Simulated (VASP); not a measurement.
# ZrB2 (P6/mmm) in VASP: further runs

Runs on ZrB2. Level: PBE+D3(BJ). Tasks: single point, relaxation of cell and atoms.

Program: VASP 6.6.1. These are calculated values, not measurements. Logs are shortened: lines on timing, memory, paths and dates and some standing lists are left out, and cuts for length are marked.

## (1) The cell of the first run

Symmetry: P6/mmm, No. 191, hexagonal system. The conventional cell has a = 3.145 Å, b = 3.145 Å, c = 3.509 Å, α = 90.00°, β = 90.00°, γ = 120.00°. Zr (site symmetry 6/mmm) has 12 B at 2.52 Å and 6 Zr at 3.15 Å within 3.3 Å. Within 2.4 Å of B (site symmetry -6m2) lie 3 B at 1.82 Å.

## (2) Single point, PBE+D3(BJ)

File INCAR:

```
SYSTEM = ZrB2
  ALGO = Normal
  EDIFF = 1E-6
  ENCUT = 520
  GGA = PE
  ISIF = 2
  ISMEAR = 0
  IVDW = 12
  LASPH = .TRUE.
  LCHARG = .FALSE.
  LREAL = .FALSE.
  LWAVE = .FALSE.
  NBANDS = 16
  NELM = 100
  PREC = Accurate
  SIGMA = 0.1
```

File KPOINTS:

```
k-points
0
G
  18 18 14
  0 0 0
```

File POSCAR:

```
ZrB2
1.0
    3.1452852805     -0.0000002866      0.0000000000
   -1.5726423920      2.7238970984      0.0000000000
    0.0000000000      0.0000000000      3.5086748843
Zr B
1 2
Direct
    0.0000000000      0.0000000000      0.0000000000
    0.3333333333      0.6666666667      0.5000000000
    0.6666666667      0.3333333333      0.5000000000
```

Potentials or basis: VASP PAW PBE potentials, release 64 (Zr_sv, B).

The run is started by

```console
cat potpaw_PBE.64/Zr_sv/POTCAR potpaw_PBE.64/B/POTCAR > POTCAR
mpirun -np 1 vasp_std > vasp.out
```

OUTCAR:

```text
SYSTEM = ZrB2
   EDIFF = 1E-6
   ENCUT = 520
   GGA = PE
   ISIF = 2
   ISMEAR = 0
   IVDW = 12
   LASPH = .TRUE.
   LREAL = .FALSE.
   NELM = 100
   PREC = Accurate
 IVDW          = 12

 ion  position               nearest neighbor table
   1  0.000  0.000  0.000-   2 2.52   3 2.52   2 2.52   3 2.52   3 2.52   3 2.52   2 2.52   2 2.52
                             3 2.52   3 2.52   2 2.52   2 2.52
   2  0.333  0.667  0.500-   3 1.82   3 1.82   3 1.82   1 2.52   1 2.52   1 2.52   1 2.52   1 2.52
                             1 2.52
   3  0.667  0.333  0.500-   2 1.82   2 1.82   2 1.82   1 2.52   1 2.52   1 2.52   1 2.52   1 2.52
                             1 2.52

  LATTYP: Found a hexagonal cell.
 ALAT       =     3.1452852805
 C/A-ratio  =     1.1155347040

  Lattice vectors:

 A1 = (   3.1452852805,  -0.0000002866,   0.0000000000)
 A2 = (  -1.5726423920,   2.7238970984,   0.0000000000)
 A3 = (   0.0000000000,   0.0000000000,   3.5086748843)

Analysis of symmetry for initial positions (statically):
=====================================================================
 Subroutine PRICEL returns:
 Original cell was already a primitive cell.

 Routine SETGRP: Setting up the symmetry group for a
 hexagonal supercell.

 Subroutine GETGRP returns: Found 24 space group operations
 (whereof 24 operations were pure point group operations)
 out of a pool of 24 trial point group operations.

The static configuration has the point symmetry D_6h.

Analysis of symmetry for dynamics (positions and initial velocities):
=====================================================================
 Subroutine PRICEL returns:
 Original cell was already a primitive cell.

 Routine SETGRP: Setting up the symmetry group for a
 hexagonal supercell.

 Subroutine GETGRP returns: Found 24 space group operations
 (whereof 24 operations were pure point group operations)
 out of a pool of 24 trial point group operations.

The dynamic configuration has the point symmetry D_6h.

 Subroutine INISYM returns: Found 24 space group operations
 (whereof 24 operations are pure point group operations),
 and found     1 'primitive' translations

----------------------------------------------------------------------------------------

                                     Primitive cell

  volume of cell :      30.0603

  direct lattice vectors                    reciprocal lattice vectors
     3.145285281 -0.000000287  0.000000000     0.317936201  0.183560512  0.000000000
    -1.572642392  2.723897098  0.000000000     0.000000033  0.367121083  0.000000000
     0.000000000  0.000000000  3.508674884     0.000000000  0.000000000  0.285007883

  length of vectors
     3.145285281  3.145285281  3.508674884     0.367121083  0.367121083  0.285007883

  position of ions in fractional coordinates (direct lattice)
     0.000000000  0.000000000  0.000000000
     0.333333333  0.666666667  0.500000000
     0.666666667  0.333333333  0.500000000

  ion indices of the primitive-cell ions
   primitive index   ion index
                 1           1
                 2           2
                 3           3

----------------------------------------------------------------------------------------

 KPOINTS: k-points

Automatic generation of k-mesh.
 Grid dimensions read from file:
 generate k-points for:   18   18   14

 Generating k-lattice:

  Cartesian coordinates                     Fractional coordinates (reciprocal lattice)
     0.017663122  0.010197806  0.000000000     0.055555556  0.000000000  0.000000000
     0.000000002  0.020395616  0.000000000     0.000000000  0.055555556  0.000000000
     0.000000000  0.000000000  0.020357706     0.000000000  0.000000000  0.071428571

  Length of vectors
     0.020395616  0.020395616  0.020357706

  Shift w.r.t. Gamma in fractional coordinates (k-lattice)
     0.000000000  0.000000000  0.000000000

 Subroutine IBZKPT returns following result:
 ===========================================

 Found    296 irreducible k-points:

 Following reciprocal coordinates:
            Coordinates               Weight
  0.000000  0.000000  0.000000      1.000000
  0.055556  0.000000  0.000000      6.000000
  0.111111  0.000000  0.000000      6.000000
  0.166667  0.000000  0.000000      6.000000
  0.222222  0.000000  0.000000      6.000000
  0.277778  0.000000  0.000000      6.000000
[... 16 lines left out ...]
  0.333333  0.111111  0.000000     12.000000
  0.388889  0.111111  0.000000     12.000000
 [... further k-points ...]
   k-points           NKPTS =    296   k-points in BZ     NKDIM =    296   number of bands    NBANDS=     16
   number of dos      NEDOS =    301   number of ions     NIONS =      3
   total plane-waves  NPLWV =  16128
   dimension x,y,z NGX =    24 NGY =   24 NGZ =   28
   dimension x,y,z NGXF=    48 NGYF=   48 NGZF=   56
   ions per type =               1   2
   NGX,Y,Z   is equivalent  to a cutoff of  12.69, 12.69, 13.27 a.u.
   NGXF,Y,Z  is equivalent  to a cutoff of  25.37, 25.37, 26.53 a.u.
 SYSTEM =  ZrB2
   PREC   = accura    normal or accurate (medium, high low for compatibility)
   ISTART =      0    job   : 0-new  1-cont  2-samecut
   ICHARG =      2    charge: 1-file 2-atom 10-const
   ISPIN  =      1    spin polarized calculation?
   LNONCOLLINEAR =      F non collinear calculations
   LSORBIT =      F    spin-orbit coupling
   LASPH  =      T    aspherical Exc in radial PAW
   ENCUT  =  520.0 eV  38.22 Ry    6.18 a.u.   5.85  5.85  6.52*2*pi/ulx,y,z
   NELM   =    100;   NELMIN=  2; NELMDL= -5     # of ELM steps
   EDIFF  = 0.1E-05   stopping-criterion for ELM
   LREAL  =      F    real-space projection
   EDIFFG = 0.1E-04   stopping-criterion for IOM
   NSW    =      0    number of steps for IOM
   IBRION =     -1    ionic relax: 0-MD 1-quasi-New 2-CG
   NFREE  =      0    steps in history (QN), initial steepest desc. (CG)
   ISIF   =      2    stress and relaxation
   ISYM   =      2    0-nonsym 1-usesym 2-fastsym
   POTIM  = 0.5000    time-step for ionic-motion
   TEBEG  =    0.0;   TEEND  =   0.0 temperature during run
   PSTRESS=    0.0 pullay stress
   NELECT =      18.0000    total number of electrons
   NUPDOWN=      -1.0000    fix difference up-down
   EMIN   =  10.00;   EMAX   =-10.00  energy-range for DOS
   EFERMI =   0.00;   METHOD = LEGACY
   ISMEAR =     0;   SIGMA  =   0.10  broadening in eV -4-tet -1-fermi 0-gaus
   EFERMI_NEDOS =   21; number of points for ismear=-14 and -15
   IALGO  =     38    algorithm
   IMIX   =      4    mixing-type and parameters
     AMIX     =   0.40;   BMIX     =  1.00
     AMIX_MAG =   1.60;   BMIX_MAG =  1.00
  volume/ion in A,a.u.               =      10.02        67.62
  Fermi-wavevector in a.u.,A,eV,Ry     =   1.379858  2.607553 25.905602  1.904008
  Thomas-Fermi vector in A             =   2.504789
   LORBIT       =      0    0 simple, 1 ext, 2 COOP (PROOUT), +10 PAW based schemes
   GGA     = PE    functional components
   LHFCALC =     F    Hartree Fock is set to
   AEXX    =    0.0000 exact exchange contribution
   IVDW    =    12    specifies the selected vdW correction
   LEPSILON=     F    determine dielectric tensor
   LRPA    =     F    only Hartree local field effects (RPA)
 non-spin polarized calculation
 Gauss-broadening in eV      SIGMA  =   0.10
  energy-cutoff  :      520.00
  volume of cell :       30.06
 maximum number of plane-waves:       826
 NGX is ok and might be reduce to    24
   NGX = 11   NGY = 11   NGZ = 13

 number of electron      18.0000000 magnetization

 Free energy of the ion-electron system (eV)
  ---------------------------------------------------
  ext. energy  EPLUGINS =         0.00000000
  ---------------------------------------------------
  free energy    TOTEN  =       -24.96136975 eV

  energy without entropy =      -24.95958465  energy(sigma->0) =      -24.96047720

 E-fermi :  10.8467     XC(G=0): -12.5495

 val. band max:       10.8215418718   @ k =   0.0556   0.0556   0.2857
 cond. band min:      10.8557681596   @ k =   0.1667   0.1667   0.2143
 fundamental gap:      0.0342262878
 Fermi energy:        10.8467288270

 k-point     1 :       0.0000    0.0000    0.0000
  band No.  band energies     occupation
      1     -37.7798      2.00000
      2     -15.9823      2.00000
      3     -15.3903      2.00000
      4     -15.3903      2.00000
      5      -2.0600      2.00000
      6       8.1079      2.00000
[... 8 lines left out ...]
     15      16.0167      0.00000
     16      16.0167      0.00000

 k-point     2 :       0.0556    0.0000    0.0000
  band No.  band energies     occupation
      1     -37.7760      2.00000
      2     -15.9767      2.00000
      3     -15.4234      2.00000
      4     -15.3974      2.00000
      5      -1.9964      2.00000
      6       7.9190      2.00000
[... 8 lines left out ...]
     15      16.3602      0.00000
     16      16.5136      0.00000

 k-point     3 :       0.1111    0.0000    0.0000
  band No.  band energies     occupation
      1     -37.7650      2.00000
      2     -15.9604      2.00000
      3     -15.5177      2.00000
      4     -15.4179      2.00000
      5      -1.8092      2.00000
      6       7.4182      2.00000
[... 8 lines left out ...]
     15      16.8254      0.00000
     16      17.4382      0.00000

 k-point     4 :       0.1667    0.0000    0.0000
  band No.  band energies     occupation
      1     -37.7480      2.00000
      2     -15.9354      2.00000
      3     -15.6593      2.00000
      4     -15.4490      2.00000
      5      -1.5082      2.00000
      6       6.7324      2.00000
[... 8 lines left out ...]
     15      17.6830      0.00000
     16      17.8724      0.00000
[... 324 lines left out ...]
 k-point    22 :       0.2778    0.1111    0.0000
  band No.  band energies     occupation
      1     -37.6781      2.00000
      2     -16.1585      2.00000
      3     -15.8319      2.00000
      4     -15.6266      2.00000
      5       0.1018      2.00000
      6       4.4080      2.00000
[... 8 lines left out ...]
     15      18.8790      0.00000
     16      20.6751      0.00000

 k-point    23 :       0.3333    0.1111    0.0000
  band No.  band energies     occupation
      1     -37.6619      2.00000
      2     -16.2689      2.00000
      3     -15.8078      2.00000
      4     -15.6658      2.00000
      5       0.7203      2.00000
      6       3.6518      2.00000
[... 8 lines left out ...]
     15      19.7889      0.00000
     16      20.3840      0.00000

 k-point    24 :       0.3889    0.1111    0.0000
  band No.  band energies     occupation
      1     -37.6513      2.00000
      2     -16.3399      2.00000
      3     -15.7920      2.00000
      4     -15.6913      2.00000
      5       1.3826      2.00000
      6       2.9032      2.00000
[... 8 lines left out ...]
     15      19.7534      0.00000
     16      20.5295      0.00000

 [... further k-points ...]

------------------------ aborting loop because EDIFF is reached ----------------------------------------

 Edisp (eV)   -1.19718

 E8    (eV) :    -0.5286

  FORCE on cell =-STRESS in cart. coord.  units (eV):
  Direction    XX          YY          ZZ          XY          YZ          ZX
  --------------------------------------------------------------------------------------
  -------------------------------------------------------------------------------------
  Total       0.02049     0.02049     0.03074     0.00000    -0.00000     0.00000
  in kB       1.09204     1.09204     1.63823     0.00000    -0.00000     0.00000
  external pressure =        1.27 kB  Pullay stress =        0.00 kB

 VOLUME and BASIS-vectors are now :
 -----------------------------------------------------------------------------
  energy-cutoff  :      520.00
  volume of cell :       30.06
      direct lattice vectors                 reciprocal lattice vectors
     3.145285281 -0.000000287  0.000000000     0.317936201  0.183560512  0.000000000
    -1.572642392  2.723897098  0.000000000     0.000000033  0.367121083  0.000000000
     0.000000000  0.000000000  3.508674884     0.000000000  0.000000000  0.285007883

 POSITION                                       TOTAL-FORCE (eV/Angst)
 -----------------------------------------------------------------------------------
      0.00000      0.00000      0.00000        -0.000000      0.000000      0.000000
      0.00000      1.81593      1.75434        -0.000000      0.000000      0.000000
      1.57264      0.90797      1.75434         0.000000     -0.000000      0.000000
 -----------------------------------------------------------------------------------
    total drift:                               -0.000000      0.000000     -0.000000

  FREE ENERGIE OF THE ION-ELECTRON SYSTEM (eV)
  ---------------------------------------------------
  free  energy   TOTEN  =       -26.1585478260 eV

  energy  without entropy=      -26.1567627286  energy(sigma->0) =      -26.15765528
```

Wall time 46 s (1 thread of Intel Xeon 6975P-C (Granite Rapids), shared host); peak memory 0.26 GiB.

Results:

- Free energy: -26.1585 eV
- Pressure: 0.1 GPa
- Band gap on the k mesh: zero (band 9 reaches 11.45 eV, above the bottom of band 10 at 10.25 eV)
- Dispersion energy per atom: -0.399 eV

Levels at points of the mesh, in eV from the Fermi level:
| k point | band 7 | band 8 | band 9 | band 10 | band 11 | band 12 |
| --- | --- | --- | --- | --- | --- | --- |
| (0.00, 0.00, 0.00) | -2.74 | -2.70 | -2.41 | 3.44 | 3.44 | 4.22 |
| (0.50, 0.00, 0.00) | -4.05 | -3.15 | -2.81 | 2.20 | 2.30 | 5.01 |
| (0.00, 0.00, 0.50) | -1.04 | -1.04 | 0.28 | 0.28 | 0.73 | 0.73 |
| (0.50, 0.00, 0.50) | -4.76 | -4.27 | -2.02 | 3.78 | 4.13 | 5.40 |

Caveat: pairwise dispersion overbinds metals, which lowers pressure and volume.

(Part 1 of 2 ends here.)
